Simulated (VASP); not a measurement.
## TaN: relaxation of cell and atoms with PBE

The system is TaN.

```
Ta N
1.0
     2.52192    0.00000    0.00000
    -1.26096    2.18405    0.00000
     0.00000    0.00000    5.11689
Ta N
1 1
Direct
  0.33333 0.66667 0.87091
  0.66667 0.33333 0.58688
```

The cell was generated, and may not be a known phase.

```
Program                : VASP 6.6.1
Task                   : relaxation of cell and atoms
Functional             : PBE
Potentials or basis    : VASP PAW PBE potentials, release 64 (Ta_sv_GW, N)
Cutoff                 : 700 eV
k mesh                 : 6 × 6 × 4
Occupations            : gaussian, width 0.1 eV
Spin                   : no spin polarisation
Dipole correction      : no
Further INCAR settings : ALGO = Normal; EDIFF = 1e-07; IBRION = 2; EDIFFG = -0.04; NSW = 90; ISIF = 3
```

```
Relaxed volume                        : 16.08 Å³/atom
Relaxed cell                          : a = 3.417 Å, b = 3.417 Å, c = 3.180 Å, α = 90.00°, β = 90.00°, γ = 120.00°
Space group after relaxing (to 0.1 Å) : P-6m2 (No. 187)
Energy gained by relaxing             : 2364.6 meV/atom
Ionic steps                           : 19
Pressure after relaxing               : 0.1 GPa
Band gap on the k mesh                : zero (bands 9 and 10 overlap by 2.15 eV)
```

Stress tensor (GPa, compression positive):
```
 0.18  0.00  0.00
 0.00  0.18  0.00
 0.00  0.00 -0.05
```

The path:
```tsv
step	energy change (eV)	largest force (eV/Å)	pressure (GPa)	volume (Å³)
1	0.0000	1.4239	49.05	28.18
2	-1.6633	4.7056	-33.22	46.96
3	-2.6872	4.4995	-18.64	38.59
4	-4.1636	0.3103	-3.51	34.18
5	-4.2380	0.3155	-1.24	33.42
6	-4.4160	0.6984	2.36	31.78
7	-4.1465	0.7763	11.54	27.99
8	-4.4702	0.9671	2.83	30.74
9	-4.3604	1.0540	8.05	28.89
10	-4.4739	1.1238	4.72	30.00
11	-4.4628	1.1052	5.48	29.77
12	-4.6728	0.6302	-1.97	31.80
13	-4.7010	0.3411	-5.17	32.72
14	-4.5878	0.0746	16.67	30.78
15	-4.7248	0.1809	0.51	32.15
16	-4.7248	0.1783	0.62	32.13
17	-4.7286	0.0674	0.14	32.20
18	-4.7292	0.0011	-0.17	32.24
19	-4.7293	0.0013	0.10	32.15
```

Final structure:
```
CELL_PARAMETERS angstrom
3.41707 0.00000 0.00000
-1.70854 2.95927 0.00000
0.00000 0.00000 3.17983
ATOMIC_POSITIONS crystal
Ta 0.33333 0.66667 0.72885
N 0.66667 0.33333 0.72895
```

Levels at points of the mesh, in eV from the Fermi level:
```tsv
k point	band 6	band 7	band 8	band 9	band 10	band 11	band 12	band 13
(0.00, 0.00, 0.00)	-6.30	-6.30	-3.43	-1.86	2.52	2.79	2.79	8.29
(0.50, 0.00, 0.00)	-6.06	-3.73	-3.23	-2.12	0.36	2.34	3.69	4.18
(0.00, 0.00, 0.50)	-6.08	-6.08	-4.81	0.97	0.97	3.55	4.28	5.27
(0.50, 0.00, 0.50)	-5.62	-5.46	-3.53	0.17	0.96	1.24	4.16	5.45
```

It took 5.7 min on 1 thread of Intel(R) Xeon(R) Platinum 8375C CPU @ 2.90GHz (Ice Lake), with other jobs on the host, peak memory 0.2 GiB.

Caveat: the k points lie up to 0.49 Å⁻¹ apart in the final cell, too coarse for converged energies and pressures of a metal; a cell axis changed by over 15 % at a fixed basis, so the end point is rough; spin-orbit coupling is left out, which moves the levels of the heavy elements.
